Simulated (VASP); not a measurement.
# CdSe in VASP: further runs

The runs below take CdSe through relaxation of cell and atoms, relaxation of the atoms, with PBEsol.

Everything below comes from runs of VASP 6.6.1. Logs are shortened: lines on timing, memory, paths and dates and some standing lists are left out, and cuts for length are marked.

### 1 The cell of the first run

The structure is cubic, space group F-43m (No. 216). Conventional cell: a = 6.141 Å, b = 6.141 Å, c = 6.141 Å, α = 90.00°, β = 90.00°, γ = 90.00°. Within 3.5 Å of Cd (site symmetry -43m) lie 4 Se at 2.66 Å. Se (site symmetry -43m) has 4 Cd at 2.66 Å within 3.5 Å.

### 2 Relaxation of cell and atoms, PBEsol

INCAR

```
SYSTEM = CdSe
ALGO = Normal
EDIFF = 1E-7
EDIFFG = -0.002
ENCUT = 500
GGA = PS
GGA_COMPAT = .False.
IBRION = 2
ISIF = 3
ISMEAR = -1
LASPH = .True.
LCHARG = .False.
LREAL = .False.
LWAVE = .False.
NELM = 120
NELMIN = 4
NSW = 100
PREC = Accurate
SIGMA = 0.08
```

KPOINTS

```
k-points
0
Gamma
  10 10 10
  0 0 0
```

POSCAR

```
CdSe
1.0
    0.0000000000      3.0702711986      3.0702711986
    3.0702711986      0.0000000000      3.0702711986
    3.0702711986      3.0702711986      0.0000000000
Cd Se
1 1
Direct
    0.0000000000      0.0000000000      0.0000000000
    0.7500000000      0.7500000000      0.7500000000
```

Potentials or basis: VASP PAW PBE potentials, release 64 (Cd, Se).

Started as:

```console
$ cat potpaw_PBE.64/Cd/POTCAR potpaw_PBE.64/Se/POTCAR > POTCAR
$ mpirun -np 1 vasp_std > vasp.out
```

OUTCAR:

```text
SYSTEM = CdSe
   EDIFF = 1E-7
   EDIFFG = -0.002
   ENCUT = 500
   GGA = PS
   IBRION = 2
   ISIF = 3
   ISMEAR = -1
   LASPH = .True.
   LREAL = .False.
   NELM = 120
   NELMIN = 4
   NSW = 100
   PREC = Accurate

 ion  position               nearest neighbor table
   1  0.000  0.000  0.000-   2 2.66   2 2.66   2 2.66   2 2.66
   2  0.750  0.750  0.750-   1 2.66   1 2.66   1 2.66   1 2.66

  LATTYP: Found a face centered cubic cell.
 ALAT       =     6.1405423972

  Lattice vectors:

 A1 = (   0.0000000000,   3.0702711986,   3.0702711986)
 A2 = (   3.0702711986,   0.0000000000,   3.0702711986)
 A3 = (   3.0702711986,   3.0702711986,   0.0000000000)

Analysis of symmetry for initial positions (statically):
=====================================================================
 Subroutine PRICEL returns:
 Original cell was already a primitive cell.

 Routine SETGRP: Setting up the symmetry group for a
 face centered cubic supercell.

 Subroutine GETGRP returns: Found 24 space group operations
 (whereof 24 operations were pure point group operations)
 out of a pool of 48 trial point group operations.

The static configuration has the point symmetry T_d .

Analysis of symmetry for dynamics (positions and initial velocities):
=====================================================================
 Subroutine PRICEL returns:
 Original cell was already a primitive cell.

 Routine SETGRP: Setting up the symmetry group for a
 face centered cubic supercell.

 Subroutine GETGRP returns: Found 24 space group operations
 (whereof 24 operations were pure point group operations)
 out of a pool of 48 trial point group operations.

The dynamic configuration has the point symmetry T_d .

 Subroutine INISYM returns: Found 24 space group operations
 (whereof 24 operations are pure point group operations),
 and found     1 'primitive' translations

----------------------------------------------------------------------------------------

                                     Primitive cell

  volume of cell :      57.8842

  direct lattice vectors                    reciprocal lattice vectors
     0.000000000  3.070271199  3.070271199    -0.162852063  0.162852063  0.162852063
     3.070271199  0.000000000  3.070271199     0.162852063 -0.162852063  0.162852063
     3.070271199  3.070271199  0.000000000     0.162852063  0.162852063 -0.162852063

  length of vectors
     4.342019169  4.342019169  4.342019169     0.282068048  0.282068048  0.282068048

  position of ions in fractional coordinates (direct lattice)
     0.000000000  0.000000000  0.000000000
     0.750000000  0.750000000  0.750000000

  ion indices of the primitive-cell ions
   primitive index   ion index
                 1           1
                 2           2

----------------------------------------------------------------------------------------

 KPOINTS: k-points

Automatic generation of k-mesh.
 Grid dimensions read from file:
 generate k-points for:   10   10   10

 Generating k-lattice:

  Cartesian coordinates                     Fractional coordinates (reciprocal lattice)
    -0.016285206  0.016285206  0.016285206     0.100000000  0.000000000  0.000000000
     0.016285206 -0.016285206  0.016285206     0.000000000  0.100000000  0.000000000
     0.016285206  0.016285206 -0.016285206     0.000000000  0.000000000  0.100000000

  Length of vectors
     0.028206805  0.028206805  0.028206805

  Shift w.r.t. Gamma in fractional coordinates (k-lattice)
     0.000000000  0.000000000  0.000000000

 Subroutine IBZKPT returns following result:
 ===========================================

 Found     47 irreducible k-points:

 Following reciprocal coordinates:
            Coordinates               Weight
  0.000000  0.000000  0.000000      1.000000
  0.100000  0.000000  0.000000      8.000000
  0.200000  0.000000  0.000000      8.000000
  0.300000  0.000000  0.000000      8.000000
  0.400000  0.000000  0.000000      8.000000
  0.500000  0.000000  0.000000      4.000000
[... 16 lines left out ...]
  0.300000  0.300000  0.000000      6.000000
  0.400000  0.300000  0.000000     24.000000
 [... further k-points ...]
   k-points           NKPTS =     47   k-points in BZ     NKDIM =     47   number of bands    NBANDS=     13
   number of dos      NEDOS =    301   number of ions     NIONS =      2
   total plane-waves  NPLWV =  32768
   dimension x,y,z NGX =    32 NGY =   32 NGZ =   32
   dimension x,y,z NGXF=    64 NGYF=   64 NGZF=   64
   ions per type =               1   1
   NGX,Y,Z   is equivalent  to a cutoff of  12.25, 12.25, 12.25 a.u.
   NGXF,Y,Z  is equivalent  to a cutoff of  24.50, 24.50, 24.50 a.u.
 SYSTEM =  CdSe
   PREC   = accura    normal or accurate (medium, high low for compatibility)
   ISTART =      0    job   : 0-new  1-cont  2-samecut
   ICHARG =      2    charge: 1-file 2-atom 10-const
   ISPIN  =      1    spin polarized calculation?
   LNONCOLLINEAR =      F non collinear calculations
   LSORBIT =      F    spin-orbit coupling
   LASPH  =      T    aspherical Exc in radial PAW
   ENCUT  =  500.0 eV  36.75 Ry    6.06 a.u.   7.92  7.92  7.92*2*pi/ulx,y,z
   NELM   =    120;   NELMIN=  4; NELMDL= -5     # of ELM steps
   EDIFF  = 0.1E-06   stopping-criterion for ELM
   LREAL  =      F    real-space projection
   EDIFFG = -.2E-02   stopping-criterion for IOM
   NSW    =    100    number of steps for IOM
   IBRION =      2    ionic relax: 0-MD 1-quasi-New 2-CG
   NFREE  =      1    steps in history (QN), initial steepest desc. (CG)
   ISIF   =      3    stress and relaxation
   ISYM   =      2    0-nonsym 1-usesym 2-fastsym
   POTIM  = 0.5000    time-step for ionic-motion
   TEBEG  =    0.0;   TEEND  =   0.0 temperature during run
   PSTRESS=    0.0 pullay stress
   NELECT =      18.0000    total number of electrons
   NUPDOWN=      -1.0000    fix difference up-down
   EMIN   =  10.00;   EMAX   =-10.00  energy-range for DOS
   EFERMI =   0.00;   METHOD = LEGACY
   ISMEAR =    -1;   SIGMA  =   0.08  broadening in eV -4-tet -1-fermi 0-gaus
   EFERMI_NEDOS =   21; number of points for ismear=-14 and -15
   IALGO  =     38    algorithm
   IMIX   =      4    mixing-type and parameters
     AMIX     =   0.40;   BMIX     =  1.00
     AMIX_MAG =   1.60;   BMIX_MAG =  1.00
  volume/ion in A,a.u.               =      28.94       195.31
  Fermi-wavevector in a.u.,A,eV,Ry     =   1.109121  2.095935 16.737199  1.230149
  Thomas-Fermi vector in A             =   2.245657
   LORBIT       =      0    0 simple, 1 ext, 2 COOP (PROOUT), +10 PAW based schemes
   GGA     = PS    functional components
   LHFCALC =     F    Hartree Fock is set to
   AEXX    =    0.0000 exact exchange contribution
   IVDW    =     0    specifies the selected vdW correction
   LEPSILON=     F    determine dielectric tensor
   LRPA    =     F    only Hartree local field effects (RPA)
 conjugate gradient relaxation of ions
 non-spin polarized calculation
  energy-cutoff  :      500.00
  volume of cell :       57.88
 maximum number of plane-waves:      1480
   NGX = 15   NGY = 15   NGZ = 15

--------------------------------------- Ionic step        1  -------------------------------------------

 number of electron      18.0000008 magnetization

 Free energy of the ion-electron system (eV)
  ---------------------------------------------------
  ext. energy  EPLUGINS =         0.00000000
  ---------------------------------------------------
  free energy    TOTEN  =        -6.17366614 eV

  energy without entropy =       -6.17333978  energy(sigma->0) =       -6.17350296

------------------------ aborting loop because EDIFF is reached ----------------------------------------

  FORCE on cell =-STRESS in cart. coord.  units (eV):
  Direction    XX          YY          ZZ          XY          YZ          ZX
  --------------------------------------------------------------------------------------
  -------------------------------------------------------------------------------------
  Total       -0.4003729     -0.4003729     -0.4003729     -0.0000000     -0.0000000     -0.0000000
  in kB      -11.0819207    -11.0819207    -11.0819207     -0.0000000     -0.0000000     -0.0000000
  external PRESSURE =     -11.0819207 kB  Pullay stress =       0.0000000 kB
[... 57 lines left out ...]
  energy  without entropy=       -6.1775282667  energy(sigma->0) =       -6.17765145

--------------------------------------- Ionic step        3  -------------------------------------------

 number of electron      18.0000004 magnetization

 Free energy of the ion-electron system (eV)
  ---------------------------------------------------
  ext. energy  EPLUGINS =         0.00000000
  ---------------------------------------------------
  free energy    TOTEN  =        -6.17819154 eV

  energy without entropy =       -6.17792821  energy(sigma->0) =       -6.17805988

 E-fermi :   1.1105     XC(G=0):  -9.0715

 val. band max:        0.7625847706   @ k =   0.0000   0.0000   0.0000
 cond. band min:       1.2336224926   @ k =   0.0000   0.0000   0.0000
 fundamental gap:      0.4710377220
 Fermi energy:         1.1104607727

 k-point     1 :       0.0000    0.0000    0.0000
  band No.  band energies     occupation
      1     -11.8270      2.00000
      2      -7.1285      2.00000
      3      -7.1285      2.00000
      4      -7.1285      2.00000
      5      -6.7537      2.00000
      6      -6.7537      2.00000
      7       0.7626      1.97448
      8       0.7626      1.97448
      9       0.7626      1.97448
     10       1.2336      0.35321
     11       6.6177      0.00000
     12       6.6177      0.00000
     13       6.6177      0.00000
[... 353 lines left out ...]
 k-point    24 :       0.4000    0.3000    0.0000
  band No.  band energies     occupation
      1     -11.4306      2.00000
      2      -6.9624      2.00000
      3      -6.9340      2.00000
      4      -6.8889      2.00000
      5      -6.7093      2.00000
      6      -6.5955      2.00000
      7      -2.7724      2.00000
      8      -0.8948      2.00000
      9      -0.7282      2.00000
     10       4.2420      0.00000
     11       4.7519      0.00000
     12       8.2076      0.00000
     13       9.2784      0.00000

 [... further k-points ...]

------------------------ aborting loop because EDIFF is reached ----------------------------------------

  FORCE on cell =-STRESS in cart. coord.  units (eV):
  Direction    XX          YY          ZZ          XY          YZ          ZX
  --------------------------------------------------------------------------------------
  -------------------------------------------------------------------------------------
  Total        0.0004596      0.0004596      0.0004596      0.0000000     -0.0000000     -0.0000000
  in kB        0.0130097      0.0130097      0.0130097      0.0000000     -0.0000000     -0.0000000
  external PRESSURE =       0.0130097 kB  Pullay stress =       0.0000000 kB
[... 17 lines left out ...]
  FREE ENERGIE OF THE ION-ELECTRON SYSTEM (eV)
  ---------------------------------------------------
  free  energy   TOTEN  =        -6.1781915448 eV

  energy  without entropy=       -6.1779282126  energy(sigma->0) =       -6.17805988

 reached required accuracy - stopping structural energy minimisation
```

Wall time 38 s (1 thread of AMD EPYC 9R45 (Zen 5), shared host); peak memory 0.18 GiB.

What came out:

```yaml
Free_energy: -6.1782 eV
Relaxed_volume: 28.30 Å³/atom
Relaxed_cell: a = 4.310 Å, b = 4.310 Å, c = 4.310 Å, α = 60.00°, β = 60.00°, γ = 60.00°
Space_group_after_relaxing_to_0.1_Å: F-43m (No. 216)
Energy_gained_by_relaxing: 2.3 meV/atom
Ionic_steps: 3
Pressure_after_relaxing: 0.0 GPa
Band_gap_on_the_k_mesh: 0.47 eV
```

Step by step:
| step | energy change (eV) | largest force (eV/Å) | pressure (GPa) | volume (Å³) |
| --- | --- | --- | --- | --- |
| 1 | 0.0000 | 0.0000 | -1.11 | 57.88 |
| 2 | -0.0041 | 0.0000 | 0.36 | 56.22 |
| 3 | -0.0045 | 0.0000 | 0.00 | 56.60 |

Final structure:
```
CELL_PARAMETERS angstrom
0.00000 3.04743 3.04743
3.04743 0.00000 3.04743
3.04743 3.04743 0.00000
ATOMIC_POSITIONS crystal
Cd 0.00000 0.00000 0.00000
Se 0.75000 0.75000 0.75000
```

Levels at points of the mesh, in eV from the valence-band top:
| k point | band 7 | band 8 | band 9 | band 10 | band 11 | band 12 |
| --- | --- | --- | --- | --- | --- | --- |
| (0.00, 0.00, 0.00) | 0.00 | 0.00 | 0.00 | 0.47 | 5.86 | 5.86 |
| (0.50, 0.00, 0.00) | -4.41 | -0.75 | -0.75 | 2.28 | 6.36 | 6.36 |
| (0.50, 0.50, 0.00) | -4.10 | -1.86 | -1.86 | 3.01 | 3.67 | 8.95 |

Caveat: semilocal functionals underestimate gaps, and a narrow one can read as zero; the PAW data sets were made with another functional, which shifts forces and pressure a little.

### 3 Relaxation of the atoms, PBEsol (equal xy, yz and zx engineering shears of -0.5 %)

INCAR

```
ALGO = Normal
EDIFF = 1E-7
EDIFFG = -0.002
ENCUT = 450
GGA = PS
GGA_COMPAT = False
IBRION = 2
ISIF = 2
ISMEAR = 0
LASPH = True
LCHARG = False
LREAL = False
LWAVE = False
NELM = 120
NELMIN = 4
NSW = 50
PREC = Accurate
SIGMA = 0.01
```

KPOINTS

```
k-points
0
Gamma
  6 6 6
```

POSCAR

```
CdSe
1.0
   -0.0152067354      3.0337437075      3.0337437075
    3.0337437075     -0.0152067354      3.0337437075
    3.0337437075      3.0337437075     -0.0152067354
Cd Se
1 1
Direct
    0.0000000000      0.0000000000      0.0000000000
    0.7500000000      0.7500000000      0.7500000000
```

Potentials or basis: VASP PAW PBE potentials, release 64 (Cd, Se).

Started as:

```console
$ cat potpaw_PBE.64/Cd/POTCAR potpaw_PBE.64/Se/POTCAR > POTCAR
$ mpirun -np 1 vasp_std > vasp.out
```

Run time: 24 s. Hardware: 1 thread of AMD EPYC 9R45 (Zen 5), shared host; peak memory 0.15 GiB.

The run converged. Its results:

```
Free energy               : -6.1717 eV
Energy gained by relaxing : 0.2 meV/atom
Ionic steps               : 4
Pressure after relaxing   : 0.2 GPa
Band gap on the k mesh    : 0.46 eV
```

Stress tensor (GPa, compression positive):
```
0.21 0.11 0.11
0.11 0.21 0.11
0.11 0.11 0.21
```

The path:
| step | energy change (eV) | largest force (eV/Å) | pressure (GPa) |
| --- | --- | --- | --- |
| 1 | 0.0000 | 0.0564 | 0.21 |
| 2 | -0.0002 | 0.0288 | 0.21 |
| 3 | -0.0003 | 0.0023 | 0.21 |
| 4 | -0.0003 | 0.0000 | 0.21 |

Final structure:
```cif
data_structure
_symmetry_space_group_name_H-M 'P 1'
_symmetry_Int_Tables_number 1
_cell_length_a 4.2904
_cell_length_b 4.2904
_cell_length_c 4.2904
_cell_angle_alpha 60.331
_cell_angle_beta 60.331
_cell_angle_gamma 60.331
_cell_volume 56.26
loop_
_atom_site_label
_atom_site_type_symbol
_atom_site_fract_x
_atom_site_fract_y
_atom_site_fract_z
_atom_site_occupancy
Cd1 Cd 0.00054 0.00054 0.00054 1
Se1 Se 0.74946 0.74946 0.74946 1
```

Levels at points of the mesh, in eV from the valence-band top:
```
           k point  band 5  band 6  band 7  band 8  band 9  band 10  band 11  band 12  band 13
(0.00, 0.00, 0.00)   -7.56   -7.56   -0.03   -0.03    0.00     0.46     5.80     5.80     5.89
(0.50, 0.00, 0.00)   -7.53   -7.27   -4.48   -0.79   -0.76     2.28     6.35     6.35     7.25
(0.50, 0.50, 0.00)   -7.50   -7.20   -4.15   -1.92   -1.88     2.97     3.65     8.95    10.10
(0.50, 0.50, 0.50)   -7.53   -7.26   -4.45   -0.80   -0.80     2.22     6.30     6.30     7.28
```

Caveat: the cell differs from its parent crystal (equal xy, yz and zx engineering shears of -0.5 %); semilocal functionals underestimate gaps, and a narrow one can read as zero; the PAW data sets were made with another functional, which shifts forces and pressure a little.
